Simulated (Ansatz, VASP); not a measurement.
## Two plane-wave programs on Al2CoO4

```
Al Co O
1.0
     0.00000    4.04020    4.04020
     4.04020    0.00000    4.04020
     4.04020    4.04020    0.00000
Al Co O
4 2 8
Direct
  0.62491 0.12578 0.62510
  0.12491 0.62578 0.62510
  0.62491 0.62578 0.12510
  0.62491 0.62578 0.62510
  0.99991 0.00078 0.00010
  0.24991 0.25078 0.25010
  0.38885 0.83396 0.38904
  0.86097 0.86184 0.86116
  0.38885 0.38972 0.83328
  0.83309 0.38972 0.38904
  0.41673 0.86184 0.86116
  0.86097 0.86184 0.41692
  0.38885 0.38972 0.38904
  0.86097 0.41760 0.86116
```

Alike in both runs: functional LDA; k mesh 4 × 4 × 4; occupations fermi-dirac, width 0.1 eV; collinear spin.

Ansatz relaxed the structure, and its values are those at the end. VASP's run is a single point on that final structure, the one shown.

|  | VASP | Ansatz |
| --- | --- | --- |
| version | VASP 6.6.1 | Ansatz 0.2.0 |
| potentials or method | VASP PAW LDA potentials, release 64 (Al, Co, O), cutoff 600 eV | plane waves, PAW |
| valence electrons in the cell | 78 | 94 |

|  | VASP | Ansatz | Ansatz less VASP |
| --- | --- | --- | --- |
| rms of the force components (eV/Å) | 0.009 | 0.000 | -0.0085 |
| net moment per atom (μB) | 0.43 | 0.00 | -0.429 |
| size of the moment on the site where the two differ most (μB) | 2.49 | 2.27 | -0.219 |

The net moments are unlike, so the other rows may belong to different states. LDA's correlation is that of Perdew and Zunger in VASP and of Perdew and Wang (1992) in Ansatz. Site moments also hang on the region over which each program counts them. VASP's potentials hold 78 valence electrons a cell and Ansatz's 94, so a difference there can come from the potentials and not from the codes. Ansatz's warnings: seeded moment not kept.
